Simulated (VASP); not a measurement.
# AlNi (P1) in VASP: single point with PBE

Aim: the single point of AlNi with PBE.

All numbers are computed with VASP 6.6.1; they aren't measurements. Logs are shortened: lines on timing, memory, paths and dates and some standing lists are left out, and cuts for length are marked.

## Step 1: The cell of the first run

The typed cell holds 16 atoms: a = 5.248 Å, b = 6.478 Å, c = 6.771 Å, α = 86.55°, β = 69.68°, γ = 69.45°.

## Step 2: Single point, PBE

Input file INCAR:

```
SYSTEM = AlNi
PREC = Accurate
ENCUT = 520
EDIFF = 1E-6
ISMEAR = 0
SIGMA = 0.1
LREAL = Auto
LASPH = .True.
NELM = 100
ALGO = Fast
ISIF = 2
LWAVE = .False.
LCHARG = .False.
GGA = PE
NBANDS = 66
```

Input file KPOINTS:

```
regular mesh
0
Gamma
  7 6 5
  0 0 0
```

Input file POSCAR:

```
AlNi
1.0
    5.2439180000     -0.1276030000      0.1692310000
    2.4618080000     -0.2752080000     -5.9855080000
    2.4968330000      6.2870480000      0.2965380000
Ni Al
8 8
Direct
    0.0195400967      0.5350108302      0.4577018260
    0.5165959250      0.5465487909      0.4392309459
    0.0148410770      0.0734357347      0.9724255923
    0.2483620630      0.4238616337      0.0422388957
    0.7098559407      0.8215753347      0.2186937090
    0.4954132337      0.6950015345      0.7937550212
    0.7662004697      0.2665190476      0.6963704510
    0.9913728921      0.7263667933      0.8101859500
    0.2402444642      0.9427430403      0.5670684205
    0.7553566867      0.9181024773      0.5466420017
    0.5252371871      0.0268135503      0.9498155588
    0.7510010711      0.4798662023      0.0195844494
    0.2188728495      0.7694691470      0.1857460654
    0.4940281500      0.2245105562      0.2870341658
    0.2609784514      0.3368938297      0.7010429954
    0.9772629425      0.2320132482      0.3078408251
```

Potentials or basis: VASP PAW PBE potentials, release 64 (Ni, Al).

Run with:

```console
> cat potpaw_PBE.64/Ni/POTCAR potpaw_PBE.64/Al/POTCAR > POTCAR
> mpirun -np 1 vasp_std > vasp.out
```

OUTCAR:

```text
SYSTEM = AlNi
   PREC = Accurate
   ENCUT = 520
   EDIFF = 1E-6
   ISMEAR = 0
   LREAL = Auto
   LASPH = .True.
   NELM = 100
   ISIF = 2
   GGA = PE

 ion  position               nearest neighbor table
   1  0.020  0.535  0.458-  10 2.37  16 2.37  15 2.45  13 2.50  14 2.52   2 2.60   2 2.66   4 2.68
                             7 2.68   8 2.69   6 2.78   5 2.84
   2  0.517  0.547  0.439-  14 2.44  16 2.46  15 2.47   9 2.49   5 2.52   6 2.59   1 2.60   1 2.66
                            12 2.67  13 2.73   7 2.75   8 2.92
   3  0.015  0.073  0.972-  16 2.47  12 2.49  13 2.52  11 2.54   8 2.62   9 2.64   7 2.65  14 2.70
                            15 2.73  11 2.75   5 2.77   6 2.78   4 3.06
   4  0.248  0.424  0.042-  15 2.38  13 2.43  16 2.45  11 2.46  14 2.48  12 2.56   1 2.68   6 2.71
                             8 2.72  12 2.74   7 2.80   5 2.99   3 3.06
   5  0.710  0.822  0.219-  14 2.45  10 2.45  11 2.46  13 2.50   2 2.52  12 2.57   8 2.63   9 2.66
                             3 2.77  13 2.80   1 2.84   4 2.99
   6  0.495  0.695  0.794-  12 2.44  10 2.50   9 2.52  13 2.52  11 2.53   8 2.54   2 2.59   7 2.64
                             4 2.71   8 2.72   3 2.78   1 2.78  15 3.16
   7  0.766  0.267  0.696-  16 2.46  15 2.52   9 2.53  11 2.55  10 2.56  12 2.62   6 2.64   3 2.65
                             1 2.68   2 2.75   4 2.80  15 2.80
   8  0.991  0.726  0.810-   9 2.43  15 2.43  11 2.44  12 2.46  10 2.54   6 2.54   3 2.62   5 2.63
                             1 2.69   4 2.72   6 2.72   2 2.92  13 3.22
   9  0.240  0.943  0.567-   8 2.43   2 2.49   6 2.52   7 2.53  10 2.61   3 2.64  10 2.66   5 2.66
                            15 2.81  16 2.82  14 2.87  13 2.93
  10  0.755  0.918  0.547-   1 2.37   5 2.45   6 2.50   8 2.54   7 2.56  11 2.60   9 2.61   9 2.66
                            13 2.71  16 2.84  14 2.87  15 2.95
  11  0.525  0.027  0.950-   8 2.44   5 2.46   4 2.46   6 2.53   3 2.54   7 2.55  10 2.60  14 2.61
                             3 2.75  13 2.77  15 2.84  16 2.96
  12  0.751  0.480  0.020-   6 2.44   8 2.46   3 2.49   4 2.56   5 2.57   7 2.62  13 2.64   2 2.67
                            15 2.68  14 2.71   4 2.74  16 2.77
  13  0.219  0.769  0.186-   4 2.43   1 2.50   5 2.50   3 2.52   6 2.52  12 2.64  10 2.71   2 2.73
                            11 2.77   5 2.80  16 2.86   9 2.93   8 3.22
  14  0.494  0.225  0.287-   2 2.44   5 2.45   4 2.48   1 2.52  16 2.61  11 2.61  16 2.65  15 2.67
                             3 2.70  12 2.71   9 2.87  10 2.87
  15  0.261  0.337  0.701-   4 2.38   8 2.43   1 2.45   2 2.47   7 2.52  14 2.67  12 2.68   3 2.73
                             7 2.80   9 2.81  11 2.84  10 2.95   6 3.16
  16  0.977  0.232  0.308-   1 2.37   4 2.45   2 2.46   7 2.46   3 2.47  14 2.61  14 2.65  12 2.77
                             9 2.82  10 2.84  13 2.86  11 2.96

  Warning from LATTYP: Got some problem with cell dimensions!
  Tried to take original basis but could not verify dimensions!
  LATTYP: Found a triclinic cell.
 ALAT       =     6.7559407521
 B/A-ratio  =     1.3446715894
 C/A-ratio  =     0.7768273376
 COS(alpha) =     0.0085873341
 COS(beta)  =     0.4403109062
 COS(gamma) =     0.6473441810

  Lattice vectors:

[... 176 lines left out ...]
   IMIX   =      4    mixing-type and parameters
     AMIX     =   0.40;   BMIX     =  1.00
     AMIX_MAG =   1.60;   BMIX_MAG =  1.00
  volume/ion in A,a.u.               =      12.60        85.05
  Fermi-wavevector in a.u.,A,eV,Ry     =   1.312881  2.480984 23.451754  1.723655
  Thomas-Fermi vector in A             =   2.443242
   LORBIT       =      0    0 simple, 1 ext, 2 COOP (PROOUT), +10 PAW based schemes
   GGA     = PE    functional components
   LHFCALC =     F    Hartree Fock is set to
   AEXX    =    0.0000 exact exchange contribution
   IVDW    =     0    specifies the selected vdW correction
   LEPSILON=     F    determine dielectric tensor
   LRPA    =     F    only Hartree local field effects (RPA)
 non-spin polarized calculation
 RMM-DIIS sequential band-by-band and
 Gauss-broadening in eV      SIGMA  =   0.10
  energy-cutoff  :      520.00
  volume of cell :      201.64
 maximum number of plane-waves:      5449
   NGX = 19   NGY = 25   NGZ = 25

 number of electron     104.0000007 magnetization

 Free energy of the ion-electron system (eV)
  ---------------------------------------------------
  ext. energy  EPLUGINS =         0.00000000
  ---------------------------------------------------
  free energy    TOTEN  =       -80.88453363 eV

  energy without entropy =      -80.84850578  energy(sigma->0) =      -80.86651971

 E-fermi :   9.2527     XC(G=0): -11.7888

 val. band max:        9.2512227051   @ k =  -0.4286  -0.1667   0.2000
 cond. band min:       9.2535125435   @ k =  -0.2857   0.0000   0.2000
 fundamental gap:      0.0022898384
 Fermi energy:         9.2527133598

 k-point     1 :       0.0000    0.0000    0.0000
  band No.  band energies     occupation
      1      -1.5918      2.00000
      2       1.6839      2.00000
      3       1.9943      2.00000
      4       2.2589      2.00000
      5       2.6951      2.00000
      6       4.0994      2.00000
[... 1597 lines left out ...]
     63      13.4029      0.00000
     64      13.7578      0.00000

 [... further k-points ...]

 [bands above 64 left out]

------------------------ aborting loop because EDIFF is reached ----------------------------------------

  FORCE on cell =-STRESS in cart. coord.  units (eV):
  Direction    XX          YY          ZZ          XY          YZ          ZX
  --------------------------------------------------------------------------------------
  -------------------------------------------------------------------------------------
  Total       -0.2502897      0.1795260      0.0947957      0.2145676      0.1551959     -0.0196893
  in kB       -1.9887092      1.4264474      0.7532120      1.7048750      1.2331294     -0.1564441
  external PRESSURE =       0.0636500 kB  Pullay stress =       0.0000000 kB

 VOLUME and BASIS-vectors are now :
 -----------------------------------------------------------------------------
  energy-cutoff  :      520.00
  volume of cell :      201.64
      direct lattice vectors                 reciprocal lattice vectors
     5.243918000 -0.127603000  0.169231000     0.186218454 -0.077735738  0.080164888
     2.461808000 -0.275208000 -5.985508000     0.005464137  0.005616272 -0.165081057
     2.496833000  6.287048000  0.296538000     0.004018708  0.157725268 -0.005599185

 POSITION                                       TOTAL-FORCE (eV/Angst)
 -----------------------------------------------------------------------------------
      2.56237      2.72786     -3.06328         0.010846      0.003548     -0.003384
      5.15117      2.54513     -3.05370        -0.001815     -0.007522      0.019576
      2.68659      6.09158     -0.14868        -0.007937     -0.002994     -0.012332
      2.45132      0.11722     -2.48247         0.021641      0.007248     -0.014544
      6.29103      1.05825     -4.73257        -0.013401      0.020120      0.004098
      6.29074      4.73589     -3.84072         0.006294     -0.030932     -0.012509
[... 8 lines left out ...]
      3.94830      4.28147     -1.76443        -0.012192      0.000985     -0.029404
      6.46449      1.74686     -1.13205        -0.011411     -0.012433     -0.016856
 -----------------------------------------------------------------------------------
    total drift:                               -0.006964      0.002751     -0.003817

  FREE ENERGIE OF THE ION-ELECTRON SYSTEM (eV)
  ---------------------------------------------------
  free  energy   TOTEN  =       -80.8845336318 eV

  energy  without entropy=      -80.8485057788  energy(sigma->0) =      -80.86651971
```

Run time: 51 min. Hardware: 1 thread of Oxide Virtual Turin-like, shared host; peak memory 0.84 GiB.

What came out:

- Free energy: -80.8845 eV
- Pressure: 0.0 GPa
- Largest force: 0.042 eV/Å
- Band gap on the k mesh: zero (bands 52 and 53 overlap by 0.55 eV)

Forces in eV/Å, atoms in the order of the input:
```
Ni   0.011  0.004 -0.003
Ni  -0.002 -0.008  0.020
Ni  -0.008 -0.003 -0.012
Ni   0.022  0.007 -0.015
Ni  -0.013  0.020  0.004
Ni   0.006 -0.031 -0.013
Ni   0.018  0.027  0.016
Ni  -0.015 -0.012 -0.003
Al  -0.021  0.028  0.023
Al   0.006  0.024  0.034
Al   0.003 -0.004  0.015
Al   0.003  0.005 -0.005
Al   0.005 -0.029  0.001
Al   0.009 -0.017 -0.014
Al  -0.012  0.001 -0.029
Al  -0.011 -0.012 -0.017
```

Stress tensor (GPa, compression positive):
```
-0.20  0.17 -0.02
 0.17  0.14  0.12
-0.02  0.12  0.08
```

Levels at points of the mesh, in eV from the Fermi level:
```
           k point  band 48  band 49  band 50  band 51  band 52  band 53  band 54  band 55  band 56  band 57
(0.00, 0.00, 0.00)    -0.86    -0.74    -0.61    -0.54    -0.42    -0.16    -0.12     0.44     0.54     1.35
(0.00, 0.50, 0.00)    -0.83    -0.50    -0.39    -0.10    -0.02     0.17     0.18     0.69     1.14     1.66
```

Spin polarisation is off, so any magnetic state and its effect on volume and gap are missing.
